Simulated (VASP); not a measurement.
# As (P6/mmm) in VASP: a series of runs, part 2 of 2

VASP 6.6.1.

## Step 4: Relaxation of cell and atoms, PBE, target pressure 410 GPa, at which the enthalpy is minimised

This run uses another cell than the first one, of the same volume but with other edges.

File INCAR:

```
PREC     = Accurate       # precision mode
ENCUT    = 600            # plane-wave cutoff, eV
EDIFF    = 1E-6           # SCF threshold, eV
ISMEAR   = -1             # smearing method
SIGMA    = 0.1            # smearing width, eV
LREAL    = False          # projectors in reciprocal space
LASPH    = True           # aspherical terms in the spheres
NELM     = 100            # most SCF steps
ALGO     = Normal         # electronic algorithm
ISIF     = 3              # what is computed and relaxed
LWAVE    = False          # write WAVECAR
LCHARG   = False          # write CHGCAR
GGA      = PE             # functional
IBRION   = 2              # ionic algorithm
NSW      = 60             # ionic steps
EDIFFG   = -0.005         # ionic threshold
PSTRESS  = 4100.0
```

File KPOINTS:

```
Automatic mesh
0
Gamma
  10 10 14
```

File POSCAR:

```
As
1.0
    3.5983540888      0.0000000000      0.0000000000
   -1.7991770444      3.1162660527      0.0000000000
    0.0000000000      0.0000000000      2.2309795351
As
3
Direct
    0.0000000000      0.0000000000      0.0000000000
    0.3333333333      0.6666666667      0.5000000000
    0.6666666667      0.3333333333      0.5000000000
```

Potentials or basis: VASP PAW PBE potentials, release 64 (As).

Command:

```bash
> cat potpaw_PBE.64/As/POTCAR > POTCAR
> mpirun -np 1 vasp_std > vasp.out
```

OUTCAR:

```text
PREC = Accurate
   ENCUT = 600
   EDIFF = 1E-6
   ISMEAR = -1
   LREAL = False
   LASPH = True
   NELM = 100
   ISIF = 3
   GGA = PE
   IBRION = 2
   NSW = 60
   EDIFFG = -0.005
   PSTRESS = 4100.0

 ion  position               nearest neighbor table
   1  0.000  0.000  0.000-   2 2.36   3 2.36   2 2.36   3 2.36   2 2.36   2 2.36   3 2.36   3 2.36
                             3 2.36   3 2.36   2 2.36   2 2.36
   2  0.333  0.667  0.500-   3 2.08   3 2.08   3 2.08   1 2.36   1 2.36   1 2.36   1 2.36   1 2.36
                             1 2.36
   3  0.667  0.333  0.500-   2 2.08   2 2.08   2 2.08   1 2.36   1 2.36   1 2.36   1 2.36   1 2.36
                             1 2.36

  LATTYP: Found a hexagonal cell.
 ALAT       =     3.5983540888
 C/A-ratio  =     0.6200000000

  Lattice vectors:

 A1 = (   3.5983540888,   0.0000000000,   0.0000000000)
[... 384 lines left out ...]

  energy without entropy =        6.90233396  energy(sigma->0) =        6.88942152

 E-fermi :  20.1305     XC(G=0): -14.6876

 val. band max:       20.1176325400   @ k =   0.4000   0.1000   0.1429
 cond. band min:      20.1521150474   @ k =   0.2000   0.2000   0.0714
 fundamental gap:      0.0344825075
 Fermi energy:        20.1304575053

 k-point     1 :       0.0000    0.0000    0.0000
  band No.  band energies     occupation
      1      -6.3686      2.00000
      2       8.9478      2.00000
      3       8.9478      2.00000
      4       9.1959      2.00000
      5       9.1959      2.00000
      6       9.5334      2.00000
      7       9.5627      2.00000
      8      23.6803      0.00000
      9      28.4612      0.00000
     10      36.0475      0.00000
     11      36.0475      0.00000
[... 309 lines left out ...]
 k-point    24 :       0.4000    0.1000    0.0714
  band No.  band energies     occupation
      1      -2.9445      2.00000
      2      -1.3812      2.00000
      3       3.2879      2.00000
      4       8.0723      2.00000
      5      17.1571      2.00000
      6      20.1081      1.11139
      7      21.4520      0.00000
      8      24.0421      0.00000
      9      24.4889      0.00000
     10      24.9424      0.00000
     11      26.5247      0.00000

 [... further k-points ...]
[... 5 lines left out ...]
  --------------------------------------------------------------------------------------
  -------------------------------------------------------------------------------------
  Total       64.7465650     64.7465650     64.7616855      0.0000000      0.0000000      0.0000000
  in kB     4099.5621459   4099.5621458   4100.5195313      0.0000000      0.0000000      0.0000000
  external PRESSURE =      -0.1187256 kB  Pullay stress =    4100.0000000 kB
[... 22 lines left out ...]
  energy  without entropy=        6.9023339626  energy(sigma->0) =        6.88942152

  enthalpy is  TOTEN    =        71.6299893548 eV   P V=       64.7534802848

 reached required accuracy - stopping structural energy minimisation
```

OSZICAR:

```text
N       E                     dE             d eps       ncg     rms          rms(c)
DAV:   1     0.821236751638E+02    0.82124E+02   -0.80149E+03  2464   0.139E+03
DAV:   2     0.100056790942E+02   -0.72118E+02   -0.67377E+02  3207   0.216E+02
DAV:   3     0.709376186164E+01   -0.29119E+01   -0.28160E+01  3177   0.405E+01
[... 87 lines left out ...]
DAV:   3     0.687829977126E+01   -0.14429E-05   -0.21527E-06  1647   0.122E-02    0.181E-03
DAV:   4     0.687829986225E+01    0.90993E-07   -0.78626E-08  1256   0.272E-03
  12 F= 0.71629989E+02 E0= 0.71642901E+02  d E =-.266402E-05
       N       E                     dE             d eps       ncg     rms          rms(c)
DAV:   1     0.687650897298E+01   -0.17908E-02   -0.36174E-07  1256   0.451E-03    0.918E-04
DAV:   2     0.687650906998E+01    0.96998E-07   -0.16806E-08  1250   0.117E-03
  13 F= 0.71629989E+02 E0= 0.71642902E+02  d E =-.265783E-05
```

CONTCAR:

```text
As
   1.00000000000000
     3.6601516263367277   -0.0000000000000000    0.0000000000000000
    -1.8300758131683639    3.1697842900733892   -0.0000000000000000
    -0.0000000000000000   -0.0000000000000000    2.1810270672223564
  As
     3
Direct
     0.0000000000000000    0.0000000000000000    0.0000000000000000
     0.3333333332999970    0.6666666667000030    0.5000000000000000
     0.6666666667000030    0.3333333332999970    0.5000000000000000

  0.00000000E+00  0.00000000E+00  0.00000000E+00
  0.00000000E+00  0.00000000E+00  0.00000000E+00
  0.00000000E+00  0.00000000E+00  0.00000000E+00
```

It took 98 s on 1 thread of Intel Xeon Platinum 8559C (Emerald Rapids), shared host; peak memory 0.18 GiB.

What came out:

```yaml
Free_energy: 6.8765 eV
Relaxed_volume: 8.43 Å³/atom
Relaxed_cell: a = 3.660 Å, b = 3.660 Å, c = 2.181 Å, α = 90.00°, β = 90.00°, γ = 120.00°
Space_group_after_relaxing_to_0.05_Å: P6/mmm (No. 191)
Energy_change_on_relaxing_the_enthalpy_is_what_falls: -285.4 meV/atom
Ionic_steps: 13
Pressure_after_relaxing: 410.0 GPa
```

Step by step:
| step | energy change (eV) | largest force (eV/Å) | pressure (GPa) | volume (Å³) |
| --- | --- | --- | --- | --- |
| 1 | 0.0000 | 0.0000 | 427.80 | 25.02 |
| 2 | -7.0735 | 0.0000 | 275.03 | 28.40 |
| 3 | -1.6485 | 0.0000 | 392.06 | 25.63 |
| 4 | 1.9685 | 0.0000 | 467.05 | 24.54 |
| 5 | -1.1953 | 0.0000 | 402.46 | 25.44 |
| 6 | -1.2266 | 0.0000 | 401.76 | 25.45 |
| 7 | 1.5212 | 0.0000 | 463.39 | 24.44 |
| 8 | -0.8608 | 0.0000 | 409.89 | 25.31 |
| 9 | -0.8527 | 0.0000 | 410.06 | 25.30 |
| 10 | -0.8452 | 0.0000 | 410.23 | 25.30 |
| 11 | -0.9097 | 0.0000 | 408.79 | 25.32 |
| 12 | -0.8544 | 0.0000 | 410.02 | 25.30 |
| 13 | -0.8562 | 0.0000 | 409.99 | 25.30 |

Final structure:
```cif
data_structure
_symmetry_space_group_name_H-M 'P 1'
_symmetry_Int_Tables_number 1
_cell_length_a 3.6602
_cell_length_b 3.6602
_cell_length_c 2.1810
_cell_angle_alpha 90.000
_cell_angle_beta 90.000
_cell_angle_gamma 120.000
_cell_volume 25.30
loop_
_atom_site_label
_atom_site_type_symbol
_atom_site_fract_x
_atom_site_fract_y
_atom_site_fract_z
_atom_site_occupancy
As1 As 0.00000 0.00000 0.00000 1
As2 As 0.33333 0.66667 0.50000 1
As3 As 0.66667 0.33333 0.50000 1
```

Levels at points of the mesh, in eV from the Fermi level:
| k point | band 4 | band 5 | band 6 | band 7 | band 8 | band 9 | band 10 | band 11 |
| --- | --- | --- | --- | --- | --- | --- | --- | --- |
| (0.00, 0.00, 0.00) | -10.93 | -10.93 | -10.60 | -10.57 | 3.55 | 8.33 | 15.92 | 15.92 |
| (0.50, 0.00, 0.00) | -14.26 | 0.13 | 0.38 | 0.49 | 0.61 | 5.31 | 7.69 | 7.74 |
| (0.00, 0.00, 0.50) | -5.59 | -5.41 | -4.37 | -3.10 | -3.10 | -2.13 | -2.13 | -1.87 |
| (0.50, 0.00, 0.50) | -13.29 | -8.15 | -6.92 | -6.59 | -5.21 | 5.85 | 5.91 | 6.77 |

Caveat: the cell is relaxed towards a set pressure, so the enthalpy falls and the energy may rise; the bands computed are all filled at some k points, so no gap is given.

## Step 5: Relaxation of cell and atoms, PBE, target pressure 410 GPa, at which the enthalpy is minimised

File INCAR:

```
PREC = Accurate ; ENCUT = 600
EDIFF = 1E-6 ; ISMEAR = -1
SIGMA = 0.1 ; LREAL = F
LASPH = T ; NELM = 100
ALGO = Normal ; ISIF = 3
LWAVE = F ; LCHARG = F
GGA = PE ; IBRION = 2
NSW = 32 ; EDIFFG = -0.005
PSTRESS = 4100.0
```

KPOINTS is that of step 4.

File POSCAR:

```
As
1.0
    3.6442384912      0.0000000000      0.0000000000
   -1.8221192456      3.1560031108      0.0000000000
    0.0000000000      0.0000000000      2.1719830698
As
3
Direct
    0.0000000000      0.0000000000      0.0000000000
    0.3333333333      0.6666666667      0.5000000000
    0.6666666667      0.3333333333      0.5000000000
```

Command:

```bash
> cat potpaw_PBE.64/As/POTCAR > POTCAR
> mpirun -np 1 vasp_std > vasp.out
```

Run time: 99 s. Hardware: 1 thread of Intel Xeon Platinum 8559C (Emerald Rapids), shared host; peak memory 0.17 GiB.

It converged, with:

```yaml
Free_energy: 6.8763 eV
Relaxed_volume: 8.43 Å³/atom
Relaxed_cell: a = 3.660 Å, b = 3.660 Å, c = 2.181 Å, α = 90.00°, β = 90.00°, γ = 120.00°
Space_group_after_relaxing_to_0.05_Å: P6/mmm (No. 191)
Energy_change_on_relaxing_the_enthalpy_is_what_falls: -282.4 meV/atom
Ionic_steps: 9
Pressure_after_relaxing: 410.0 GPa
```

The path:
```
step  energy change (eV)  largest force (eV/Å)  pressure (GPa)  volume (Å³)
   1              0.0000                0.0000          428.97        24.98
   2             -7.8441                0.0000          260.58        28.72
   3             -0.9088                0.0000          408.60        25.33
   4             -0.8467                0.0000          409.99        25.30
   5             -0.8301                0.0000          410.34        25.30
   6             -0.8327                0.0000          410.31        25.30
   7             -0.8314                0.0000          410.33        25.30
   8             -0.8385                0.0000          410.18        25.30
   9             -0.8471                0.0000          409.99        25.30
```

Final structure:
```
As
1.0
     3.66012    0.00000    0.00000
    -1.83006    3.16975    0.00000
     0.00000    0.00000    2.18108
As
3
Cartesian
  0.0000 0.0000 2.1811
  0.0000 2.1132 1.0905
  1.8301 1.0566 1.0905
```

Levels at points of the mesh, in eV from the Fermi level:
```csv
k point,band 4,band 5,band 6,band 7,band 8,band 9,band 10,band 11
"(0.00, 0.00, 0.00)",-10.93,-10.93,-10.60,-10.57,3.55,8.33,15.92,15.92
"(0.50, 0.00, 0.00)",-14.26,0.13,0.38,0.49,0.62,5.31,7.69,7.74
"(0.00, 0.00, 0.50)",-5.59,-5.41,-4.37,-3.10,-3.10,-2.13,-2.13,-1.87
"(0.50, 0.00, 0.50)",-13.29,-8.15,-6.92,-6.59,-5.21,5.85,5.91,6.77
```

Caveat: the cell is relaxed towards a set pressure, so the enthalpy falls and the energy may rise; the bands computed are all filled at some k points, so no gap is given.

## Step 6: The runs side by side

| task | cell | cutoff (eV) | pressure (GPa) |
| --- | --- | --- | --- |
| single point | a = 3.644, b = 3.644, c = 2.172 Å, angles 90.0, 90.0, 120.0°, 3 atoms | 520 | 429.6 |
| relaxation of cell and atoms | relaxed to 410 GPa from a = 3.598, b = 3.598, c = 2.231 Å, angles 90.0, 90.0, 120.0°, 3 atoms | 600 | 410.0 |
| relaxation of cell and atoms | relaxed to 410 GPa from a = 3.644, b = 3.644, c = 2.172 Å, angles 90.0, 90.0, 120.0°, 3 atoms | 600 | 410.0 |

Alike in all rows: level PBE; potentials or basis VASP PAW PBE potentials, release 64 (As); no spin polarisation; k mesh 10 × 10 × 14; smearing fermi-dirac 0.1 eV.

Caveats: the cell is relaxed towards a set pressure, so the enthalpy falls and the energy may rise (some runs); the bands computed are all filled at some k points, so no gap is given (some runs).

Absolute energies hang on the potentials; compare differences alone.
